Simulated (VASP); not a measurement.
# Hf4F in VASP: further runs

Hf4F is run at these levels: PBE; tasks: single point.

Program: VASP 6.6.1. These are calculated values, not measurements. Logs are shortened: lines on timing, memory, paths and dates and some standing lists are left out, and cuts for length are marked.

## 1. The cell of the first run

The cell holds a slab with vacuum, 5 atoms: a = 3.205 Å, b = 3.205 Å, c = 24.528 Å, α = 90.00°, β = 90.00°, γ = 120.00°.

## 2. Single point, PBE

The input, INCAR:

```
ALGO = Normal
DIPOL = 0.5 0.5 0.369
EDIFF = 1E-7
ENCUT = 520
GGA = PE
IDIPOL = 3
ISIF = 2
ISMEAR = 0
LASPH = T
LCHARG = F
LDIPOL = T
LREAL = F
LWAVE = F
NBANDS = 32
NELM = 80
PREC = Accurate
SIGMA = 0.1
```

The input, KPOINTS:

```
k-points
0
Gamma
  9 9 1
```

The input, POSCAR:

```
Hf4F
1.0
    3.2048170381      0.0000000000      0.0000000000
   -1.6024085190      2.7754529695      0.0000000000
    0.0000000000      0.0000000000     24.5281466259
Hf F
4 1
Direct
    0.6666666667      0.3333333333      0.1630779553
    0.3333333333      0.6666666667      0.2663815885
    0.6666666667      0.3333333333      0.3732987945
    0.3333333333      0.6666666667      0.4699966451
    0.4444444444      0.5555555556      0.5706972826
```

Potentials or basis: VASP PAW PBE potentials, release 64 (Hf_pv, F).

Launch:

```bash
$ cat potpaw_PBE.64/Hf_pv/POTCAR potpaw_PBE.64/F/POTCAR > POTCAR
$ mpirun -np 1 vasp_std > vasp.out
```

OUTCAR:

```text
EDIFF = 1E-7
   ENCUT = 520
   GGA = PE
   ISIF = 2
   ISMEAR = 0
   LASPH = T
   LREAL = F
   NELM = 80
   PREC = Accurate

 ion  position               nearest neighbor table
   1  0.667  0.333  0.163-   2 3.14   2 3.14   2 3.14
   2  0.333  0.667  0.266-   1 3.14   1 3.14   1 3.14   3 3.21   3 3.21   3 3.21
   3  0.667  0.333  0.373-   4 3.01   4 3.01   4 3.01   2 3.21   2 3.21   2 3.21
   4  0.333  0.667  0.470-   5 2.55   3 3.01   3 3.01   3 3.01
   5  0.444  0.556  0.571-   4 2.55

  LATTYP: Found a hexagonal cell.
 ALAT       =     3.2048170381
 C/A-ratio  =     7.6535247829

  Lattice vectors:

 A1 = (   3.2048170381,   0.0000000000,   0.0000000000)
 A2 = (  -1.6024085190,   2.7754529695,   0.0000000000)
 A3 = (   0.0000000000,   0.0000000000,  24.5281466259)

Analysis of symmetry for initial positions (statically):
=====================================================================
 Subroutine PRICEL returns:
 Original cell was already a primitive cell.

 Routine SETGRP: Setting up the symmetry group for a
 hexagonal supercell.

 Subroutine GETGRP returns: Found  2 space group operations
 (whereof  2 operations were pure point group operations)
 out of a pool of 24 trial point group operations.

The static configuration has the point symmetry C_1h.

Analysis of symmetry for dynamics (positions and initial velocities):
=====================================================================
 Subroutine PRICEL returns:
 Original cell was already a primitive cell.

 Routine SETGRP: Setting up the symmetry group for a
 hexagonal supercell.

 Subroutine GETGRP returns: Found  2 space group operations
 (whereof  2 operations were pure point group operations)
 out of a pool of 24 trial point group operations.

The dynamic configuration has the point symmetry C_1h.

 Subroutine INISYM returns: Found  2 space group operations
 (whereof  2 operations are pure point group operations),
 and found     1 'primitive' translations

----------------------------------------------------------------------------------------

                                     Primitive cell

  volume of cell :     218.1734

  direct lattice vectors                    reciprocal lattice vectors
     3.204817038  0.000000000  0.000000000     0.312030293  0.180150774  0.000000000
    -1.602408519  2.775452969  0.000000000     0.000000000  0.360301548  0.000000000
     0.000000000  0.000000000 24.528146626     0.000000000  0.000000000  0.040769489

  length of vectors
     3.204817038  3.204817038 24.528146626     0.360301548  0.360301548  0.040769489

  position of ions in fractional coordinates (direct lattice)
     0.666666667  0.333333333  0.163077955
     0.333333333  0.666666667  0.266381589
     0.666666667  0.333333333  0.373298795
     0.333333333  0.666666667  0.469996645
     0.444444444  0.555555556  0.570697283

  ion indices of the primitive-cell ions
   primitive index   ion index
                 1           1
                 2           2
                 3           3
                 4           4
                 5           5

----------------------------------------------------------------------------------------

 KPOINTS: k-points

Automatic generation of k-mesh.
 Grid dimensions read from file:
 generate k-points for:    9    9    1

 Generating k-lattice:

  Cartesian coordinates                     Fractional coordinates (reciprocal lattice)
     0.034670033  0.020016753  0.000000000     0.111111111 -0.000000000  0.000000000
     0.000000000  0.040033505  0.000000000     0.000000000  0.111111111  0.000000000
     0.000000000  0.000000000  0.040769489     0.000000000  0.000000000  1.000000000

  Length of vectors
     0.040033505  0.040033505  0.040769489

  Shift w.r.t. Gamma in fractional coordinates (k-lattice)
     0.000000000  0.000000000  0.000000000

 Subroutine IBZKPT returns following result:
 ===========================================

 Found     25 irreducible k-points:

 Following reciprocal coordinates:
            Coordinates               Weight
  0.000000  0.000000  0.000000      1.000000
  0.111111 -0.000000  0.000000      4.000000
 -0.111111  0.111111  0.000000      2.000000
  0.222222 -0.000000  0.000000      4.000000
 -0.222222  0.222222  0.000000      2.000000
  0.333333 -0.000000  0.000000      4.000000
[... 16 lines left out ...]
 -0.222222 -0.444444  0.000000      4.000000
  0.444444  0.333333  0.000000      4.000000
   k-points           NKPTS =     25   k-points in BZ     NKDIM =     25   number of bands    NBANDS=     32
   number of dos      NEDOS =    301   number of ions     NIONS =      5
   total plane-waves  NPLWV = 110592
   dimension x,y,z NGX =    24 NGY =   24 NGZ =  192
   dimension x,y,z NGXF=    48 NGYF=   48 NGZF=  384
   ions per type =               4   1
   NGX,Y,Z   is equivalent  to a cutoff of  12.45, 12.45, 13.01 a.u.
   NGXF,Y,Z  is equivalent  to a cutoff of  24.90, 24.90, 26.03 a.u.
 SYSTEM =  unknown system
   PREC   = accura    normal or accurate (medium, high low for compatibility)
   ISTART =      0    job   : 0-new  1-cont  2-samecut
   ICHARG =      2    charge: 1-file 2-atom 10-const
   ISPIN  =      1    spin polarized calculation?
   LNONCOLLINEAR =      F non collinear calculations
   LSORBIT =      F    spin-orbit coupling
   LASPH  =      T    aspherical Exc in radial PAW
   ENCUT  =  520.0 eV  38.22 Ry    6.18 a.u.   5.96  5.96 45.61*2*pi/ulx,y,z
   NELM   =     80;   NELMIN=  2; NELMDL= -5     # of ELM steps
   EDIFF  = 0.1E-06   stopping-criterion for ELM
   LREAL  =      F    real-space projection
   EDIFFG = 0.1E-05   stopping-criterion for IOM
   NSW    =      0    number of steps for IOM
   IBRION =     -1    ionic relax: 0-MD 1-quasi-New 2-CG
   NFREE  =      0    steps in history (QN), initial steepest desc. (CG)
   ISIF   =      2    stress and relaxation
   ISYM   =      2    0-nonsym 1-usesym 2-fastsym
   POTIM  = 0.5000    time-step for ionic-motion
   TEBEG  =    0.0;   TEEND  =   0.0 temperature during run
   PSTRESS=    0.0 pullay stress
   NELECT =      47.0000    total number of electrons
   NUPDOWN=      -1.0000    fix difference up-down
   EMIN   =  10.00;   EMAX   =-10.00  energy-range for DOS
   EFERMI =   0.00;   METHOD = LEGACY
   ISMEAR =     0;   SIGMA  =   0.10  broadening in eV -4-tet -1-fermi 0-gaus
   EFERMI_NEDOS =   21; number of points for ismear=-14 and -15
   IALGO  =     38    algorithm
   IMIX   =      4    mixing-type and parameters
     AMIX     =   0.40;   BMIX     =  1.00
     AMIX_MAG =   1.60;   BMIX_MAG =  1.00
  volume/ion in A,a.u.               =      43.63       294.46
  Fermi-wavevector in a.u.,A,eV,Ry     =   0.981387  1.854552 13.104041  0.963120
  Thomas-Fermi vector in A             =   2.112389
   LORBIT       =      0    0 simple, 1 ext, 2 COOP (PROOUT), +10 PAW based schemes
   GGA     = PE    functional components
   LHFCALC =     F    Hartree Fock is set to
   AEXX    =    0.0000 exact exchange contribution
   IVDW    =     0    specifies the selected vdW correction
   LEPSILON=     F    determine dielectric tensor
   LRPA    =     F    only Hartree local field effects (RPA)
 non-spin polarized calculation
 Gauss-broadening in eV      SIGMA  =   0.10
  energy-cutoff  :      520.00
  volume of cell :      218.17
 maximum number of plane-waves:      5922
   NGX = 11   NGY = 11   NGZ = 91

 dipolmoment           0.000000      0.000000     -0.100143 electrons x Angstroem

 number of electron      47.0000006 magnetization

 dipolmoment           0.000000      0.000000      0.295239 electrons x Angstroem

 Free energy of the ion-electron system (eV)
  ---------------------------------------------------
  ext. energy  EPLUGINS =         0.00000000
  ---------------------------------------------------
  free energy    TOTEN  =       -41.76313674 eV

  energy without entropy =      -41.72774358  energy(sigma->0) =      -41.74544016

 E-fermi :  -2.1176     XC(G=0):  -5.8834

 val. band max:       -2.1179439413   @ k =  -0.1111   0.1111   0.0000
 cond. band min:      -2.1156251633   @ k =   0.1111  -0.0000   0.0000
 fundamental gap:      0.0023187779
 Fermi energy:        -2.1176428873

 k-point     1 :       0.0000    0.0000    0.0000
  band No.  band energies     occupation
      1     -33.3459      2.00000
      2     -33.2304      2.00000
      3     -32.9371      2.00000
      4     -32.9267      2.00000
      5     -32.7367      2.00000
      6     -32.7360      2.00000
[... 24 lines left out ...]
     31      -0.3979      0.00000
     32      -0.3877      0.00000

 k-point     2 :       0.1111   -0.0000    0.0000
  band No.  band energies     occupation
      1     -33.3299      2.00000
      2     -33.2176      2.00000
      3     -33.0059      2.00000
      4     -32.9444      2.00000
      5     -32.8136      2.00000
      6     -32.7517      2.00000
[... 24 lines left out ...]
     31      -0.4439      0.00000
     32      -0.1210      0.00000

 k-point     3 :      -0.1111    0.1111    0.0000
  band No.  band energies     occupation
      1     -33.3296      2.00000
      2     -33.2176      2.00000
      3     -32.9982      2.00000
      4     -32.9529      2.00000
      5     -32.8131      2.00000
      6     -32.7522      2.00000
[... 24 lines left out ...]
     31      -0.4305      0.00000
     32      -0.1134      0.00000

 k-point     4 :       0.2222   -0.0000    0.0000
  band No.  band energies     occupation
      1     -33.2985      2.00000
      2     -33.1869      2.00000
      3     -33.1665      2.00000
      4     -32.9840      2.00000
      5     -32.9768      2.00000
      6     -32.7907      2.00000
[... 24 lines left out ...]
     31       0.1466      0.00000
     32       0.2656      0.00000

 k-point     5 :      -0.2222    0.2222    0.0000
  band No.  band energies     occupation
      1     -33.2970      2.00000
      2     -33.1873      2.00000
      3     -33.1597      2.00000
      4     -32.9926      2.00000
      5     -32.9764      2.00000
      6     -32.7912      2.00000
[... 584 lines left out ...]
     31       0.6657      0.00000
     32       0.9246      0.00000

 k-point    22 :       0.3333    0.2222    0.0000
  band No.  band energies     occupation
      1     -33.4197      2.00000
      2     -33.2309      2.00000
      3     -33.2073      2.00000
      4     -33.1796      2.00000
      5     -33.1180      2.00000
      6     -33.0065      2.00000
[... 24 lines left out ...]
     31       0.9101      0.00000
     32       1.4576      0.00000

 k-point    23 :      -0.2222   -0.4444    0.0000
  band No.  band energies     occupation
      1     -33.4177      2.00000
      2     -33.2287      2.00000
      3     -33.2068      2.00000
      4     -33.1833      2.00000
      5     -33.1178      2.00000
      6     -33.0067      2.00000
[... 24 lines left out ...]
     31       0.9125      0.00000
     32       1.4628      0.00000

 k-point    24 :       0.4444    0.3333    0.0000
  band No.  band energies     occupation
      1     -33.4141      2.00000
      2     -33.2212      2.00000
      3     -33.2073      2.00000
      4     -33.1931      2.00000
      5     -33.1178      2.00000
      6     -33.0071      2.00000
[... 24 lines left out ...]
     31       0.9218      0.00000
     32       1.4607      0.00000

 [... further k-points ...]

------------------------ aborting loop because EDIFF is reached ----------------------------------------

 vacuum level on the upper side and lower side of the slab       (xc-potential included)         2.836        -3.087

  FORCE on cell =-STRESS in cart. coord.  units (eV):
  Direction    XX          YY          ZZ          XY          YZ          ZX
  --------------------------------------------------------------------------------------
  -------------------------------------------------------------------------------------
  Total       -0.4376628     -0.1626170    -11.1557062      0.2381966      0.4338027     -0.7513673
  in kB       -3.2140183     -1.1941934    -81.9229920      1.7492196      3.1856711     -5.5177376
  external PRESSURE =     -28.7770679 kB  Pullay stress =       0.0000000 kB

 VOLUME and BASIS-vectors are now :
 -----------------------------------------------------------------------------
  energy-cutoff  :      520.00
  volume of cell :      218.17
      direct lattice vectors                 reciprocal lattice vectors
     3.204817038  0.000000000  0.000000000     0.312030293  0.180150774  0.000000000
    -1.602408519  2.775452969  0.000000000     0.000000000  0.360301548  0.000000000
     0.000000000  0.000000000 24.528146626     0.000000000  0.000000000  0.040769489

 POSITION                                       TOTAL-FORCE (eV/Angst)
 -----------------------------------------------------------------------------------
      1.60241      0.92515      4.00000        -0.001527      0.000882      0.722524
     -0.00000      1.85030      6.53385         0.000575     -0.000332     -0.713276
      1.60241      0.92515      9.15633         0.020891     -0.012061     -0.430756
     -0.00000      1.85030     11.52815         0.267683     -0.154547      4.585470
      0.53414      1.54192     13.99815        -0.287623      0.166059     -4.163961
 -----------------------------------------------------------------------------------
    total drift:                                0.000039     -0.000022     -0.001480

  FREE ENERGIE OF THE ION-ELECTRON SYSTEM (eV)
  ---------------------------------------------------
  free  energy   TOTEN  =       -41.7631367445 eV

  energy  without entropy=      -41.7277435843  energy(sigma->0) =      -41.74544016

 vacuum level on the upper side and lower side of the slab         8.166         2.123
```

Wall time 6.6 min (1 thread of Intel Xeon 6975P-C (Granite Rapids), shared host); peak memory 0.4 GiB.

Results:

```yaml
Free_energy: -41.7631 eV
Largest_force: 4.596 eV/Å
Band_gap_on_the_k_mesh: zero (an odd number of electrons rules out a gap without spin polarisation)
```

Forces in eV/Å, atoms in the order of the input:
```
Hf  -0.002  0.001  0.723
Hf   0.001  0.000 -0.713
Hf   0.021 -0.012 -0.431
Hf   0.268 -0.155  4.585
F   -0.288  0.166 -4.164
```

Levels at points of the mesh, in eV from the Fermi level:
```csv
k point,band 21,band 22,band 23,band 24,band 25,band 26,band 27,band 28
"(0.00, 0.00, 0.00)",-0.10,0.29,0.73,0.93,0.93,1.15,1.16,1.28
```

Caveat: spin-orbit coupling is left out, which moves the levels of the heavy elements.

## 3. Single point, PBE

The input, INCAR:

```
SYSTEM = Hf4F
PREC     = Accurate       ! precision mode
ENCUT    = 520            ! plane-wave cutoff, eV
EDIFF    = 1E-6           ! SCF threshold, eV
ISMEAR   = 0              ! smearing method
SIGMA    = 0.1            ! smearing width, eV
LREAL    = .FALSE.        ! projectors in reciprocal space
LASPH    = .TRUE.         ! aspherical terms in the spheres
NELM     = 100            ! most SCF steps
ALGO     = Normal         ! electronic algorithm
ISIF     = 2              ! what is computed and relaxed
LWAVE    = .FALSE.        ! write WAVECAR
LCHARG   = .FALSE.        ! write CHGCAR
LDIPOL   = .TRUE.       
IDIPOL   = 3            
DIPOL    = 0.5 0.5 0.366
GGA      = PE             ! functional
NBANDS   = 32             ! bands
```

The input, KPOINTS:

```
regular mesh
0
G
  9 9 1
  0 0 0
```

POSCAR: that of step 2 with these lines changed.

```diff
@@ -12,2 +12,2 @@
     0.3333333333      0.6666666667      0.4699966451
-    0.4444444444      0.5555555556      0.5706972826
+    0.7777777778      0.2222222222      0.5552048768
```

Potentials or basis: VASP PAW PBE potentials, release 64 (Hf_pv, F).

Launch:

```bash
$ cat potpaw_PBE.64/Hf_pv/POTCAR potpaw_PBE.64/F/POTCAR > POTCAR
$ mpirun -np 1 vasp_std > vasp.out
```

Run time: 6.4 min. Hardware: 1 thread of Intel Xeon 6975P-C (Granite Rapids), shared host; peak memory 0.4 GiB.

It converged, with:

| Property | Result |
| --- | --- |
| Free energy | -42.9392 eV |
| Largest force | 4.136 eV/Å |
| Band gap on the k mesh | zero (an odd number of electrons rules out a gap without spin polarisation) |

Forces on the atoms (eV/Å):
```
Hf   0.003 -0.002  0.715
Hf  -0.006  0.004 -0.744
Hf  -0.037  0.021 -0.320
Hf  -0.068  0.039  4.135
F    0.109 -0.063 -3.785
```

Levels at points of the mesh, in eV from the Fermi level:
| k point | band 21 | band 22 | band 23 | band 24 | band 25 | band 26 | band 27 | band 28 |
| --- | --- | --- | --- | --- | --- | --- | --- | --- |
| (0.00, 0.00, 0.00) | -0.13 | 0.27 | 0.69 | 0.89 | 0.95 | 1.15 | 1.16 | 1.27 |

Caveat: spin-orbit coupling is left out, which moves the levels of the heavy elements.

[end of part 1 of 2]
